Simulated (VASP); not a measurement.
# GaN (R3m) in VASP: notebook

Runs on GaN. Level: PBE. Tasks: single point.

All numbers are computed with VASP 6.6.1; they aren't measurements. Logs are shortened: lines on timing, memory, paths and dates and some standing lists are left out, and cuts for length are marked.

## 1. The cell of the first run

The structure is trigonal, space group R3m (No. 160). The conventional cell has a = 3.216 Å, b = 3.216 Å, c = 7.878 Å, α = 90.00°, β = 90.00°, γ = 120.00°. Ga (site symmetry 3m) has 4 N at 1.94 to 2.07 Å within 2.6 Å. N (site symmetry 3m) has 4 Ga at 1.94 to 2.07 Å within 2.6 Å.

## 2. Single point, PBE

The input, INCAR:

```
PREC = Accurate
ENCUT = 520
EDIFF = 1E-7
ISMEAR = 0
SIGMA = 0.05
LREAL = F
LASPH = T
NELM = 60
ALGO = Normal
ISIF = 2
LWAVE = F
LCHARG = F
GGA = PE
NBANDS = 16
```

The input, KPOINTS:

```
regular mesh
0
Gamma
  10 10 10
```

The input, POSCAR:

```
GaN
1.0
    0.0000000000      2.2742384873      2.2742384873
    2.2742384873      0.0000000000      2.2742384873
    2.2742384873      2.2742384873      0.0000000000
Ga N
1 1
Direct
    0.0000000000      0.0000000000      0.0000000000
    0.7880797972      0.7373067343      0.7373067343
```

Potentials or basis: VASP PAW PBE potentials, release 64 (Ga_d, N).

Run with:

```console
cat potpaw_PBE.64/Ga_d/POTCAR potpaw_PBE.64/N/POTCAR > POTCAR
mpirun -np 1 vasp_std > vasp.out
```

OUTCAR:

```text
PREC = Accurate
   ENCUT = 520
   EDIFF = 1E-7
   ISMEAR = 0
   LREAL = F
   LASPH = T
   NELM = 60
   ISIF = 2
   GGA = PE

 ion  position               nearest neighbor table
   1  0.000  0.000  0.000-   2 1.94   2 1.94   2 1.94   2 2.07
   2  0.788  0.737  0.737-   1 1.94   1 1.94   1 1.94   1 2.07

  LATTYP: Found a face centered cubic cell.
 ALAT       =     4.5484769746

  Lattice vectors:

 A1 = (   0.0000000000,   2.2742384873,   2.2742384873)
 A2 = (   2.2742384873,   0.0000000000,   2.2742384873)
 A3 = (   2.2742384873,   2.2742384873,   0.0000000000)

Analysis of symmetry for initial positions (statically):
=====================================================================
 Subroutine PRICEL returns:
 Original cell was already a primitive cell.

 Routine SETGRP: Setting up the symmetry group for a
 face centered cubic supercell.

 Subroutine GETGRP returns: Found  6 space group operations
 (whereof  6 operations were pure point group operations)
 out of a pool of 48 trial point group operations.

The static configuration has the point symmetry C_3v.

Analysis of symmetry for dynamics (positions and initial velocities):
=====================================================================
 Subroutine PRICEL returns:
 Original cell was already a primitive cell.

 Routine SETGRP: Setting up the symmetry group for a
 face centered cubic supercell.

 Subroutine GETGRP returns: Found  6 space group operations
 (whereof  6 operations were pure point group operations)
 out of a pool of 48 trial point group operations.

The dynamic configuration has the point symmetry C_3v.

 Subroutine INISYM returns: Found  6 space group operations
 (whereof  6 operations are pure point group operations),
 and found     1 'primitive' translations

----------------------------------------------------------------------------------------

                                     Primitive cell

  volume of cell :      23.5255

  direct lattice vectors                    reciprocal lattice vectors
     0.000000000  2.274238487  2.274238487    -0.219853812  0.219853812  0.219853812
     2.274238487  0.000000000  2.274238487     0.219853812 -0.219853812  0.219853812
     2.274238487  2.274238487  0.000000000     0.219853812  0.219853812 -0.219853812

  length of vectors
     3.216258913  3.216258913  3.216258913     0.380797972  0.380797972  0.380797972

  position of ions in fractional coordinates (direct lattice)
     0.000000000  0.000000000  0.000000000
     0.788079797  0.737306734  0.737306734

  ion indices of the primitive-cell ions
   primitive index   ion index
                 1           1
                 2           2

----------------------------------------------------------------------------------------

 KPOINTS: regular mesh

Automatic generation of k-mesh.
 Grid dimensions read from file:
 generate k-points for:   10   10   10

 Generating k-lattice:

  Cartesian coordinates                     Fractional coordinates (reciprocal lattice)
    -0.021985381  0.021985381  0.021985381     0.100000000  0.000000000  0.000000000
     0.021985381 -0.021985381  0.021985381     0.000000000  0.100000000  0.000000000
     0.021985381  0.021985381 -0.021985381     0.000000000  0.000000000  0.100000000

  Length of vectors
     0.038079797  0.038079797  0.038079797

  Shift w.r.t. Gamma in fractional coordinates (k-lattice)
     0.000000000  0.000000000  0.000000000

 Subroutine IBZKPT returns following result:
 ===========================================

 Found    116 irreducible k-points:

 Following reciprocal coordinates:
            Coordinates               Weight
  0.000000  0.000000  0.000000      1.000000
  0.100000  0.000000  0.000000      2.000000
  0.000000  0.100000  0.000000      6.000000
  0.200000  0.000000  0.000000      2.000000
  0.000000  0.200000  0.000000      6.000000
  0.300000  0.000000  0.000000      2.000000
[... 16 lines left out ...]
  0.000000  0.500000  0.100000     12.000000
  0.100000  0.000000  0.500000      6.000000
 [... further k-points ...]
   k-points           NKPTS =    116   k-points in BZ     NKDIM =    116   number of bands    NBANDS=     16
   number of dos      NEDOS =    301   number of ions     NIONS =      2
   total plane-waves  NPLWV =  13824
   dimension x,y,z NGX =    24 NGY =   24 NGZ =   24
   dimension x,y,z NGXF=    48 NGYF=   48 NGZF=   48
   ions per type =               1   1
   NGX,Y,Z   is equivalent  to a cutoff of  12.41, 12.41, 12.41 a.u.
   NGXF,Y,Z  is equivalent  to a cutoff of  24.81, 24.81, 24.81 a.u.
 SYSTEM =  unknown system
   PREC   = accura    normal or accurate (medium, high low for compatibility)
   ISTART =      0    job   : 0-new  1-cont  2-samecut
   ICHARG =      2    charge: 1-file 2-atom 10-const
   ISPIN  =      1    spin polarized calculation?
   LNONCOLLINEAR =      F non collinear calculations
   LSORBIT =      F    spin-orbit coupling
   LASPH  =      T    aspherical Exc in radial PAW
   ENCUT  =  520.0 eV  38.22 Ry    6.18 a.u.   5.98  5.98  5.98*2*pi/ulx,y,z
   NELM   =     60;   NELMIN=  2; NELMDL= -5     # of ELM steps
   EDIFF  = 0.1E-06   stopping-criterion for ELM
   LREAL  =      F    real-space projection
   EDIFFG = 0.1E-05   stopping-criterion for IOM
   NSW    =      0    number of steps for IOM
   IBRION =     -1    ionic relax: 0-MD 1-quasi-New 2-CG
   NFREE  =      0    steps in history (QN), initial steepest desc. (CG)
   ISIF   =      2    stress and relaxation
   ISYM   =      2    0-nonsym 1-usesym 2-fastsym
   POTIM  = 0.5000    time-step for ionic-motion
   TEBEG  =    0.0;   TEEND  =   0.0 temperature during run
   PSTRESS=    0.0 pullay stress
   NELECT =      18.0000    total number of electrons
   NUPDOWN=      -1.0000    fix difference up-down
   EMIN   =  10.00;   EMAX   =-10.00  energy-range for DOS
   EFERMI =   0.00;   METHOD = LEGACY
   ISMEAR =     0;   SIGMA  =   0.05  broadening in eV -4-tet -1-fermi 0-gaus
   EFERMI_NEDOS =   21; number of points for ismear=-14 and -15
   IALGO  =     38    algorithm
   IMIX   =      4    mixing-type and parameters
     AMIX     =   0.40;   BMIX     =  1.00
     AMIX_MAG =   1.60;   BMIX_MAG =  1.00
  volume/ion in A,a.u.               =      11.76        79.38
  Fermi-wavevector in a.u.,A,eV,Ry     =   1.497337  2.829557 30.504523  2.242019
  Thomas-Fermi vector in A             =   2.609238
   LORBIT       =      0    0 simple, 1 ext, 2 COOP (PROOUT), +10 PAW based schemes
   GGA     = PE    functional components
   LHFCALC =     F    Hartree Fock is set to
   AEXX    =    0.0000 exact exchange contribution
   IVDW    =     0    specifies the selected vdW correction
   LEPSILON=     F    determine dielectric tensor
   LRPA    =     F    only Hartree local field effects (RPA)
 non-spin polarized calculation
 Gauss-broadening in eV      SIGMA  =   0.05
  energy-cutoff  :      520.00
  volume of cell :       23.53
 maximum number of plane-waves:       644
   NGX = 11   NGY = 11   NGZ = 11

 number of electron      17.9999986 magnetization

 Free energy of the ion-electron system (eV)
  ---------------------------------------------------
  ext. energy  EPLUGINS =         0.00000000
  ---------------------------------------------------
  free energy    TOTEN  =       -12.10578685 eV

  energy without entropy =      -12.10578685  energy(sigma->0) =      -12.10578685

 E-fermi :   5.5025     XC(G=0): -11.5207

 val. band max:        5.1830925439   @ k =   0.0000   0.0000   0.0000
 cond. band min:       6.5373277967   @ k =   0.0000   0.0000   0.0000
 fundamental gap:      1.3542352528
 Fermi energy:         5.5025122511

 k-point     1 :       0.0000    0.0000    0.0000
  band No.  band energies     occupation
      1     -10.7470      2.00000
      2      -8.4645      2.00000
      3      -8.4645      2.00000
      4      -8.4021      2.00000
      5      -8.1594      2.00000
      6      -8.1594      2.00000
[... 8 lines left out ...]
     15      23.3590      0.00000
     16      23.7598      0.00000

 k-point     2 :       0.1000    0.0000    0.0000
  band No.  band energies     occupation
      1     -10.6506      2.00000
      2      -8.4534      2.00000
      3      -8.4534      2.00000
      4      -8.3571      2.00000
      5      -8.1605      2.00000
      6      -8.1605      2.00000
[... 8 lines left out ...]
     15      22.4750      0.00000
     16      22.4750      0.00000

 k-point     3 :       0.0000    0.1000    0.0000
  band No.  band energies     occupation
      1     -10.6419      2.00000
      2      -8.4500      2.00000
      3      -8.4459      2.00000
      4      -8.3688      2.00000
      5      -8.1610      2.00000
      6      -8.1602      2.00000
[... 8 lines left out ...]
     15      22.3589      0.00000
     16      22.3967      0.00000

 k-point     4 :       0.2000    0.0000    0.0000
  band No.  band energies     occupation
      1     -10.4120      2.00000
      2      -8.4276      2.00000
      3      -8.4276      2.00000
      4      -8.1805      2.00000
      5      -8.1597      2.00000
      6      -8.1597      2.00000
[... 8 lines left out ...]
     15      21.7884      0.00000
     16      21.7884      0.00000
[... 324 lines left out ...]
 k-point    22 :       0.5000    0.1000    0.0000
  band No.  band energies     occupation
      1      -9.9502      2.00000
      2      -8.3876      2.00000
      3      -8.3696      2.00000
      4      -8.1491      2.00000
      5      -8.1233      2.00000
      6      -6.8935      2.00000
[... 8 lines left out ...]
     15      23.4482      0.00000
     16      24.9233      0.00000

 k-point    23 :       0.0000    0.5000    0.1000
  band No.  band energies     occupation
      1      -9.8894      2.00000
      2      -8.3668      2.00000
      3      -8.3469      2.00000
      4      -8.1385      2.00000
      5      -8.1126      2.00000
      6      -6.8532      2.00000
[... 8 lines left out ...]
     15      23.1394      0.00000
     16      24.6334      0.00000

 k-point    24 :       0.1000    0.0000    0.5000
  band No.  band energies     occupation
      1      -9.8912      2.00000
      2      -8.3628      2.00000
      3      -8.3488      2.00000
      4      -8.1403      2.00000
      5      -8.1063      2.00000
      6      -6.8568      2.00000
[... 8 lines left out ...]
     15      23.7075      0.00000
     16      24.1640      0.00000

 [... further k-points ...]

------------------------ aborting loop because EDIFF is reached ----------------------------------------

  FORCE on cell =-STRESS in cart. coord.  units (eV):
  Direction    XX          YY          ZZ          XY          YZ          ZX
  --------------------------------------------------------------------------------------
  -------------------------------------------------------------------------------------
  Total        0.1201085      0.1201085      0.1201085      0.3039757     -0.3039757      0.3039757
  in kB        8.1798696      8.1798696      8.1798696     20.7019566    -20.7019566     20.7019566
  external PRESSURE =       8.1798696 kB  Pullay stress =       0.0000000 kB

 VOLUME and BASIS-vectors are now :
 -----------------------------------------------------------------------------
  energy-cutoff  :      520.00
  volume of cell :       23.53
      direct lattice vectors                 reciprocal lattice vectors
     0.000000000  2.274238487  2.274238487    -0.219853812  0.219853812  0.219853812
     2.274238487  0.000000000  2.274238487     0.219853812 -0.219853812  0.219853812
     2.274238487  2.274238487  0.000000000     0.219853812  0.219853812 -0.219853812

 POSITION                                       TOTAL-FORCE (eV/Angst)
 -----------------------------------------------------------------------------------
      0.00000      0.00000      0.00000        -0.505144      0.505144      0.505144
      3.35362      3.46909      3.46909         0.505144     -0.505144     -0.505144
 -----------------------------------------------------------------------------------
    total drift:                                0.000126     -0.000123     -0.000123

  FREE ENERGIE OF THE ION-ELECTRON SYSTEM (eV)
  ---------------------------------------------------
  free  energy   TOTEN  =       -12.1057868463 eV

  energy  without entropy=      -12.1057868463  energy(sigma->0) =      -12.10578685
```

It took 24 s on 1 thread of AMD EPYC 9R45 (Zen 5), shared host; peak memory 0.14 GiB.

Results:

```
Free energy            : -12.1058 eV
Pressure               : 0.8 GPa
Largest force          : 0.875 eV/Å
Band gap on the k mesh : 1.35 eV, direct
```

Forces on the atoms (eV/Å):
```
Ga  -0.505  0.505  0.505
N    0.505 -0.505 -0.505
```

Levels at points of the mesh, in eV from the valence-band top:
```csv
k point,band 6,band 7,band 8,band 9,band 10,band 11,band 12,band 13
"(0.00, 0.00, 0.00)",-13.34,-0.31,-0.31,0.00,1.35,9.84,10.03,10.03
"(0.50, 0.00, 0.00)",-12.10,-6.73,-1.14,-1.14,4.10,8.33,9.88,9.88
"(0.00, 0.50, 0.00)",-12.07,-7.16,-1.38,-0.87,4.30,8.38,9.63,10.58
"(0.50, 0.50, 0.00)",-11.65,-6.22,-2.89,-2.68,3.12,6.27,11.29,13.41
```

Caveat: the cell differs from its parent crystal (all N atoms moved -0.100 Å, as atom 2 towards its neighbour atom 1 (Ga) at 1.970 Å).

(Continued in part 2 of 2.)
